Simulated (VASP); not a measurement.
# HgTe (F-43m) in VASP: notebook

The runs below take HgTe through single point, with PBEsol.

All numbers are computed with VASP 6.6.1; they aren't measurements. Logs are shortened: lines on timing, memory, paths and dates and some standing lists are left out, and cuts for length are marked.

### Step 1. The cell of the first run

Symmetry: F-43m, No. 216, cubic system. The conventional cell has a = 6.509 Å, b = 6.509 Å, c = 6.509 Å, α = 90.00°, β = 90.00°, γ = 90.00°. Within 3.7 Å of Hg (site symmetry -43m) lie 4 Te at 2.82 Å. Te (site symmetry -43m) has 4 Hg at 2.82 Å within 3.7 Å.

### Step 2. Single point, PBEsol

INCAR reads:

```
SYSTEM = HgTe
PREC = Accurate ; ENCUT = 520
EDIFF = 1E-6 ; ISMEAR = 0
SIGMA = 0.1 ; LREAL = .False.
LASPH = .True. ; NELM = 60
ALGO = Normal ; ISIF = 2
LWAVE = .False. ; LCHARG = .True.
GGA = PS ; LELF = .True.
LVHAR = .True. ; NBANDS = 16
```

KPOINTS reads:

```
regular mesh
0
Gamma
  12 12 12
  0 0 0
```

POSCAR reads:

```
HgTe
1.0
    0.0000000000      3.2547153855      3.2547153855
    3.2547153855      0.0000000000      3.2547153855
    3.2547153855      3.2547153855      0.0000000000
Hg Te
1 1
Direct
    0.0000000000      0.0000000000      0.0000000000
    0.2500000000      0.2500000000      0.2500000000
```

Potentials or basis: VASP PAW PBE potentials, release 64 (Hg, Te).

On the command line:

```console
cat potpaw_PBE.64/Hg/POTCAR potpaw_PBE.64/Te/POTCAR > POTCAR
mpirun -np 1 vasp_std > vasp.out
```

OUTCAR:

```text
SYSTEM = HgTe
   PREC = Accurate
   ENCUT = 520
   EDIFF = 1E-6
   ISMEAR = 0
   LREAL = .False.
   LASPH = .True.
   NELM = 60
   ISIF = 2
   GGA = PS

 ion  position               nearest neighbor table
   1  0.000  0.000  0.000-   2 2.82   2 2.82   2 2.82   2 2.82
   2  0.250  0.250  0.250-   1 2.82   1 2.82   1 2.82   1 2.82

  LATTYP: Found a face centered cubic cell.
 ALAT       =     6.5094307710

  Lattice vectors:

 A1 = (   0.0000000000,   3.2547153855,   3.2547153855)
 A2 = (   3.2547153855,   0.0000000000,   3.2547153855)
 A3 = (   3.2547153855,   3.2547153855,   0.0000000000)

Analysis of symmetry for initial positions (statically):
=====================================================================
 Subroutine PRICEL returns:
 Original cell was already a primitive cell.

 Routine SETGRP: Setting up the symmetry group for a
 face centered cubic supercell.

 Subroutine GETGRP returns: Found 24 space group operations
 (whereof 24 operations were pure point group operations)
 out of a pool of 48 trial point group operations.

The static configuration has the point symmetry T_d .

Analysis of symmetry for dynamics (positions and initial velocities):
=====================================================================
 Subroutine PRICEL returns:
 Original cell was already a primitive cell.

 Routine SETGRP: Setting up the symmetry group for a
 face centered cubic supercell.

 Subroutine GETGRP returns: Found 24 space group operations
 (whereof 24 operations were pure point group operations)
 out of a pool of 48 trial point group operations.

The dynamic configuration has the point symmetry T_d .

 Subroutine INISYM returns: Found 24 space group operations
 (whereof 24 operations are pure point group operations),
 and found     1 'primitive' translations

----------------------------------------------------------------------------------------

                                     Primitive cell

  volume of cell :      68.9555

  direct lattice vectors                    reciprocal lattice vectors
     0.000000000  3.254715385  3.254715385    -0.153623264  0.153623264  0.153623264
     3.254715385  0.000000000  3.254715385     0.153623264 -0.153623264  0.153623264
     3.254715385  3.254715385  0.000000000     0.153623264  0.153623264 -0.153623264

  length of vectors
     4.602862640  4.602862640  4.602862640     0.266083298  0.266083298  0.266083298

[... 73 lines left out ...]
   ICHARG =      2    charge: 1-file 2-atom 10-const
   ISPIN  =      1    spin polarized calculation?
   LNONCOLLINEAR =      F non collinear calculations
   LSORBIT =      F    spin-orbit coupling
   LASPH  =      T    aspherical Exc in radial PAW
   ENCUT  =  520.0 eV  38.22 Ry    6.18 a.u.   8.56  8.56  8.56*2*pi/ulx,y,z
   NELM   =     60;   NELMIN=  2; NELMDL= -5     # of ELM steps
   EDIFF  = 0.1E-05   stopping-criterion for ELM
   LREAL  =      F    real-space projection
   EDIFFG = 0.1E-04   stopping-criterion for IOM
   NSW    =      0    number of steps for IOM
   IBRION =     -1    ionic relax: 0-MD 1-quasi-New 2-CG
   NFREE  =      0    steps in history (QN), initial steepest desc. (CG)
   ISIF   =      2    stress and relaxation
   ISYM   =      2    0-nonsym 1-usesym 2-fastsym
   POTIM  = 0.5000    time-step for ionic-motion
   TEBEG  =    0.0;   TEEND  =   0.0 temperature during run
   PSTRESS=    0.0 pullay stress
   NELECT =      18.0000    total number of electrons
   NUPDOWN=      -1.0000    fix difference up-down
   EMIN   =  10.00;   EMAX   =-10.00  energy-range for DOS
   EFERMI =   0.00;   METHOD = LEGACY
   ISMEAR =     0;   SIGMA  =   0.10  broadening in eV -4-tet -1-fermi 0-gaus
   EFERMI_NEDOS =   21; number of points for ismear=-14 and -15
   IALGO  =     38    algorithm
   IMIX   =      4    mixing-type and parameters
     AMIX     =   0.40;   BMIX     =  1.00
     AMIX_MAG =   1.60;   BMIX_MAG =  1.00
  volume/ion in A,a.u.               =      34.48       232.67
  Fermi-wavevector in a.u.,A,eV,Ry     =   1.046267  1.977159 14.893961  1.094675
  Thomas-Fermi vector in A             =   2.181098
   LORBIT       =      0    0 simple, 1 ext, 2 COOP (PROOUT), +10 PAW based schemes
   GGA     = PS    functional components
   LHFCALC =     F    Hartree Fock is set to
   AEXX    =    0.0000 exact exchange contribution
   IVDW    =     0    specifies the selected vdW correction
   LEPSILON=     F    determine dielectric tensor
   LRPA    =     F    only Hartree local field effects (RPA)
 non-spin polarized calculation
 Gauss-broadening in eV      SIGMA  =   0.10
  energy-cutoff  :      520.00
  volume of cell :       68.96
 maximum number of plane-waves:      1880
 NGX is ok and might be reduce to    36
   NGX = 17   NGY = 17   NGZ = 17

 number of electron      18.0000002 magnetization

 Free energy of the ion-electron system (eV)
  ---------------------------------------------------
  ext. energy  EPLUGINS =         0.00000000
  ---------------------------------------------------
  free energy    TOTEN  =        -4.37731950 eV

  energy without entropy =       -4.37716326  energy(sigma->0) =       -4.37724138

 E-fermi :   2.7956     XC(G=0):  -8.8418

 val. band max:        2.7317432773   @ k =   0.0000   0.0000   0.0000
 cond. band min:       3.1217506784   @ k =   0.0833   0.0000   0.0000
 fundamental gap:      0.3900074011
 Fermi energy:         2.7956300790

 k-point     1 :       0.0000    0.0000    0.0000
  band No.  band energies     occupation
      1      -9.1425      2.00000
      2      -4.4918      2.00000
      3      -4.4918      2.00000
      4      -4.4918      2.00000
      5      -3.9811      2.00000
      6      -3.9811      2.00000
[... 433 lines left out ...]
      3      -4.3285      2.00000
      4      -3.9977      2.00000
      5      -3.9707      2.00000
      6      -3.6756      2.00000
[... 8 lines left out ...]
     15      12.0034      0.00000
     16      12.1878      0.00000

 [... further k-points ...]
[... 5 lines left out ...]
  --------------------------------------------------------------------------------------
  -------------------------------------------------------------------------------------
  Total        0.0464549      0.0464549      0.0464549      0.0000000     -0.0000000     -0.0000000
  in kB        1.0793767      1.0793767      1.0793767      0.0000000     -0.0000000     -0.0000000
  external PRESSURE =       1.0793767 kB  Pullay stress =       0.0000000 kB

 VOLUME and BASIS-vectors are now :
 -----------------------------------------------------------------------------
  energy-cutoff  :      520.00
  volume of cell :       68.96
      direct lattice vectors                 reciprocal lattice vectors
     0.000000000  3.254715385  3.254715385    -0.153623264  0.153623264  0.153623264
     3.254715385  0.000000000  3.254715385     0.153623264 -0.153623264  0.153623264
     3.254715385  3.254715385  0.000000000     0.153623264  0.153623264 -0.153623264

 POSITION                                       TOTAL-FORCE (eV/Angst)
 -----------------------------------------------------------------------------------
      0.00000      0.00000      0.00000         0.000000     -0.000000     -0.000000
      1.62736      1.62736      1.62736        -0.000000      0.000000      0.000000
 -----------------------------------------------------------------------------------
    total drift:                               -0.000000     -0.000000     -0.000000

  FREE ENERGIE OF THE ION-ELECTRON SYSTEM (eV)
  ---------------------------------------------------
  free  energy   TOTEN  =        -4.3773195002 eV

  energy  without entropy=       -4.3771632612  energy(sigma->0) =       -4.37724138
```

OSZICAR:

```text
N       E                     dE             d eps       ncg     rms          rms(c)
DAV:   1     0.103540905443E+03    0.10354E+03   -0.79448E+03  2304   0.969E+02
DAV:   2    -0.970463791974E+00   -0.10451E+03   -0.97899E+02  2680   0.227E+02
DAV:   3    -0.457627223129E+01   -0.36058E+01   -0.35967E+01  2864   0.433E+01
DAV:   4    -0.460919280179E+01   -0.32921E-01   -0.32918E-01  3392   0.377E+00
DAV:   5    -0.460926661122E+01   -0.73809E-04   -0.73809E-04  3040   0.171E-01    0.732E+00
DAV:   6    -0.438954625345E+01    0.21972E+00   -0.43486E-01  2656   0.898E+00    0.589E+00
DAV:   7    -0.437947340521E+01    0.10073E-01   -0.95727E-02  2688   0.211E+00    0.222E+00
DAV:   8    -0.437754518563E+01    0.19282E-02   -0.97657E-03  2608   0.113E+00    0.551E-01
DAV:   9    -0.437730487984E+01    0.24031E-03   -0.68818E-04  2944   0.299E-01    0.107E-01
DAV:  10    -0.437731384868E+01   -0.89688E-05   -0.76793E-05  2872   0.798E-02    0.482E-02
DAV:  11    -0.437732042264E+01   -0.65740E-05   -0.17500E-05  2872   0.317E-02    0.237E-02
DAV:  12    -0.437731950024E+01    0.92240E-06   -0.27490E-06  2520   0.128E-02
   1 F= -.43773195E+01 E0= -.43772414E+01  d E =-.156239E-03
```

stdout:

```text
POSCAR found type information on POSCAR HgTe
 POSCAR found :  2 types and       2 ions
 scaLAPACK will be used
 -----------------------------------------------------------------------------
|                                                                             |
|                                                                             |
|     You enforced a specific xc type in the INCAR file but a different       |
|     I HOPE YOU KNOW WHAT YOU ARE DOING!                                     |
|                                                                             |
 -----------------------------------------------------------------------------

 LDA part: xc-table for (Slater+PW92), standard interpolation
 POSCAR, INCAR and KPOINTS ok, starting setup
 FFT: planning ... GRIDC
 FFT: planning ... GRID_SOFT
 FFT: planning ... GRID
 WAVECAR not read
 entering main loop
```

Wall time 26 s (1 thread of Intel Xeon 6975P-C (Granite Rapids), shared host); peak memory 0.25 GiB.

What came out:

```
Free energy            : -4.3773 eV
Pressure               : 0.1 GPa
Band gap on the k mesh : zero (filled and empty bands touch)
```

Caveat: the PAW data sets were made with another functional, which shifts forces and pressure a little; spin-orbit coupling is left out, which moves the levels of the heavy elements.

### Step 3. Single point, PBEsol (volume scaled by 1.03)

INCAR reads:

```
PREC = Accurate ; ENCUT = 520
EDIFF = 1E-6 ; ISMEAR = 0
SIGMA = 0.1 ; LREAL = False
LASPH = True ; NELM = 100
ALGO = Normal ; ISIF = 2
LWAVE = False ; LCHARG = False
GGA = PS ; NBANDS = 16
```

KPOINTS reads:

```
regular mesh
0
Gamma
  12 12 12
```

POSCAR reads:

```
HgTe
1.0
    0.0000000000      3.2869423862      3.2869423862
    3.2869423862      0.0000000000      3.2869423862
    3.2869423862      3.2869423862      0.0000000000
Hg Te
1 1
Direct
    0.0000000000      0.0000000000      0.0000000000
    0.2500000000      0.2500000000      0.2500000000
```

Potentials or basis: VASP PAW PBE potentials, release 64 (Hg, Te).

On the command line:

```console
cat potpaw_PBE.64/Hg/POTCAR potpaw_PBE.64/Te/POTCAR > POTCAR
mpirun -np 1 vasp_std > vasp.out
```

OUTCAR:

```text
PREC = Accurate
   ENCUT = 520
   EDIFF = 1E-6
   ISMEAR = 0
   LREAL = False
   LASPH = True
   NELM = 100
   ISIF = 2
   GGA = PS

 ion  position               nearest neighbor table
   1  0.000  0.000  0.000-   2 2.85   2 2.85   2 2.85   2 2.85
   2  0.250  0.250  0.250-   1 2.85   1 2.85   1 2.85   1 2.85

  LATTYP: Found a face centered cubic cell.
 ALAT       =     6.5738847724

  Lattice vectors:

 A1 = (   0.0000000000,   3.2869423862,   3.2869423862)
 A2 = (   3.2869423862,   0.0000000000,   3.2869423862)
 A3 = (   3.2869423862,   3.2869423862,   0.0000000000)

Analysis of symmetry for initial positions (statically):
=====================================================================
 Subroutine PRICEL returns:
 Original cell was already a primitive cell.

 Routine SETGRP: Setting up the symmetry group for a
 face centered cubic supercell.

 Subroutine GETGRP returns: Found 24 space group operations
 (whereof 24 operations were pure point group operations)
 out of a pool of 48 trial point group operations.

The static configuration has the point symmetry T_d .

Analysis of symmetry for dynamics (positions and initial velocities):
=====================================================================
 Subroutine PRICEL returns:
 Original cell was already a primitive cell.

 Routine SETGRP: Setting up the symmetry group for a
 face centered cubic supercell.

 Subroutine GETGRP returns: Found 24 space group operations
 (whereof 24 operations were pure point group operations)
 out of a pool of 48 trial point group operations.

The dynamic configuration has the point symmetry T_d .

 Subroutine INISYM returns: Found 24 space group operations
 (whereof 24 operations are pure point group operations),
 and found     1 'primitive' translations

----------------------------------------------------------------------------------------

                                     Primitive cell
[... 109 lines left out ...]
   IMIX   =      4    mixing-type and parameters
     AMIX     =   0.40;   BMIX     =  1.00
     AMIX_MAG =   1.60;   BMIX_MAG =  1.00
  volume/ion in A,a.u.               =      35.51       239.65
  Fermi-wavevector in a.u.,A,eV,Ry     =   1.036009  1.957773 14.603336  1.073315
  Thomas-Fermi vector in A             =   2.170380
   LORBIT       =      0    0 simple, 1 ext, 2 COOP (PROOUT), +10 PAW based schemes
   GGA     = PS    functional components
   LHFCALC =     F    Hartree Fock is set to
   AEXX    =    0.0000 exact exchange contribution
   IVDW    =     0    specifies the selected vdW correction
   LEPSILON=     F    determine dielectric tensor
   LRPA    =     F    only Hartree local field effects (RPA)
 non-spin polarized calculation
 Gauss-broadening in eV      SIGMA  =   0.10
  energy-cutoff  :      520.00
  volume of cell :       71.02
 maximum number of plane-waves:      1932
   NGX = 17   NGY = 17   NGZ = 17

 number of electron      18.0000001 magnetization

 Free energy of the ion-electron system (eV)
  ---------------------------------------------------
  ext. energy  EPLUGINS =         0.00000000
  ---------------------------------------------------
  free energy    TOTEN  =        -4.37137234 eV

  energy without entropy =       -4.37121238  energy(sigma->0) =       -4.37129236

 E-fermi :   2.4991     XC(G=0):  -8.7078

 val. band max:        2.4318625027   @ k =   0.0000   0.0000   0.0000
 cond. band min:       2.7932502104   @ k =   0.0833   0.0000   0.0000
 fundamental gap:      0.3613877078
 Fermi energy:         2.4990761938

 k-point     1 :       0.0000    0.0000    0.0000
  band No.  band energies     occupation
      1      -9.2409      2.00000
      2      -4.6285      2.00000
      3      -4.6285      2.00000
      4      -4.6285      2.00000
      5      -4.1522      2.00000
      6      -4.1522      2.00000
[... 433 lines left out ...]
      3      -4.4760      2.00000
      4      -4.1662      2.00000
      5      -4.1423      2.00000
      6      -3.8619      2.00000
[... 8 lines left out ...]
     15      11.6739      0.00000
     16      11.8593      0.00000

 [... further k-points ...]

------------------------ aborting loop because EDIFF is reached ----------------------------------------

  FORCE on cell =-STRESS in cart. coord.  units (eV):
  Direction    XX          YY          ZZ          XY          YZ          ZX
  --------------------------------------------------------------------------------------
  -------------------------------------------------------------------------------------
  Total       -0.4696894     -0.4696894     -0.4696894     -0.0000000     -0.0000000      0.0000000
  in kB      -10.5953441    -10.5953441    -10.5953441     -0.0000000     -0.0000000      0.0000000
  external PRESSURE =     -10.5953441 kB  Pullay stress =       0.0000000 kB

 VOLUME and BASIS-vectors are now :
 -----------------------------------------------------------------------------
  energy-cutoff  :      520.00
  volume of cell :       71.02
      direct lattice vectors                 reciprocal lattice vectors
     0.000000000  3.286942386  3.286942386    -0.152117056  0.152117056  0.152117056
     3.286942386  0.000000000  3.286942386     0.152117056 -0.152117056  0.152117056
     3.286942386  3.286942386  0.000000000     0.152117056  0.152117056 -0.152117056

 POSITION                                       TOTAL-FORCE (eV/Angst)
 -----------------------------------------------------------------------------------
      0.00000      0.00000      0.00000         0.000000      0.000000      0.000000
      1.64347      1.64347      1.64347        -0.000000     -0.000000     -0.000000
 -----------------------------------------------------------------------------------
    total drift:                               -0.000000     -0.000000     -0.000000

  FREE ENERGIE OF THE ION-ELECTRON SYSTEM (eV)
  ---------------------------------------------------
  free  energy   TOTEN  =        -4.3713723428 eV

  energy  without entropy=       -4.3712123798  energy(sigma->0) =       -4.37129236
```

It took 24 s on 1 thread of Intel Xeon 6975P-C (Granite Rapids), shared host; peak memory 0.25 GiB.

Results:

| Property | Result |
| --- | --- |
| Free energy | -4.3714 eV |
| Pressure | -1.1 GPa |
| Band gap on the k mesh | zero (filled and empty bands touch) |

Levels at points of the mesh, in eV from the Fermi level:
| k point | band 7 | band 8 | band 9 | band 10 | band 11 | band 12 |
| --- | --- | --- | --- | --- | --- | --- |
| (0.00, 0.00, 0.00) | -0.99 | -0.07 | -0.07 | -0.07 | 4.20 | 4.20 |
| (0.50, 0.00, 0.00) | -5.28 | -0.97 | -0.97 | 0.57 | 4.96 | 4.96 |
| (0.50, 0.50, 0.00) | -5.26 | -2.15 | -2.15 | 1.79 | 2.45 | 7.85 |

Caveat: the PAW data sets were made with another functional, which shifts forces and pressure a little; spin-orbit coupling is left out, which moves the levels of the heavy elements.

### Step 4. Single point, PBEsol (volume scaled by 1.06)

INCAR reads:

```
SYSTEM = HgTe
PREC = Accurate ; ENCUT = 520
EDIFF = 1E-6 ; ISMEAR = 0
SIGMA = 0.1 ; LREAL = .FALSE.
LASPH = .TRUE. ; NELM = 100
ALGO = Normal ; ISIF = 2
LWAVE = .FALSE. ; LCHARG = .FALSE.
GGA = PS ; NBANDS = 16
```

KPOINTS reads:

```
Automatic mesh
0
G
  12 12 12
  0 0 0
```

POSCAR reads:

```
HgTe
1.0
    0.0000000000      3.3185495404      3.3185495404
    3.3185495404      0.0000000000      3.3185495404
    3.3185495404      3.3185495404      0.0000000000
Hg Te
1 1
Direct
    0.0000000000      0.0000000000      0.0000000000
    0.2500000000      0.2500000000      0.2500000000
```

On the command line:

```console
cat potpaw_PBE.64/Hg/POTCAR potpaw_PBE.64/Te/POTCAR > POTCAR
mpirun -np 1 vasp_std > vasp.out
```

Wall time 25 s (1 thread of Intel Xeon 6975P-C (Granite Rapids), shared host); peak memory 0.26 GiB.

The run converged. Its results:

```
Free energy            : -4.3516 eV
Pressure               : -2.0 GPa
Band gap on the k mesh : zero (filled and empty bands touch)
```

Levels at points of the mesh, in eV from the Fermi level:
| k point | band 5 | band 6 | band 7 | band 8 | band 9 | band 10 | band 11 | band 12 | band 13 | band 14 |
| --- | --- | --- | --- | --- | --- | --- | --- | --- | --- | --- |
| (0.00, 0.00, 0.00) | -6.54 | -6.54 | -1.05 | -0.07 | -0.07 | -0.07 | 4.24 | 4.24 | 4.24 | 6.27 |
| (0.50, 0.00, 0.00) | -6.52 | -6.29 | -5.10 | -0.92 | -0.92 | 0.57 | 4.98 | 4.98 | 6.62 | 7.56 |
| (0.50, 0.50, 0.00) | -6.48 | -6.17 | -5.12 | -2.04 | -2.04 | 1.79 | 2.52 | 7.75 | 8.42 | 8.42 |

Caveat: the PAW data sets were made with another functional, which shifts forces and pressure a little; spin-orbit coupling is left out, which moves the levels of the heavy elements.

(Part 1 of 2 ends here.)
